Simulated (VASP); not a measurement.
Runs of VASP 6.6.1 on TiAl3. The structure is that of space group Cmmm (No. 65), or close to it. The cells are those of the table. 

| cell | gap on the mesh (eV) | pressure (GPa) |
| --- | --- | --- |
| a = 3.956, b = 3.956 Å, angles 90.0, 87.9, 90.0°, 4 atoms | none | 0.2 |
| a = 3.962, b = 3.956 Å, angles 90.0, 83.6, 90.0°, 4 atoms | none | 1.9 |
| a = 3.967, b = 3.956 Å, angles 90.0, 98.6, 90.0°, 4 atoms | none | 3.5 |
| a = 3.958, b = 3.956 Å, angles 90.0, 94.3, 90.0°, 4 atoms | none | (a) |

Alike in all rows: task single point; level r2SCAN; potentials or basis VASP PAW PBE potentials, release 64 (Ti_sv, Al); no spin polarisation; k mesh 12 × 12 × 12; cutoff (eV) 520; smearing gaussian 0.15 eV.

**Question.** Estimate the missing entries.

**Answer.** (a) 0.8.

Caveats: the PAW data sets were made with another functional, which shifts forces and pressure a little; the cell stands under pressure (at least some runs).

A gap of «none» marks levels without a gap at the run's occupations.
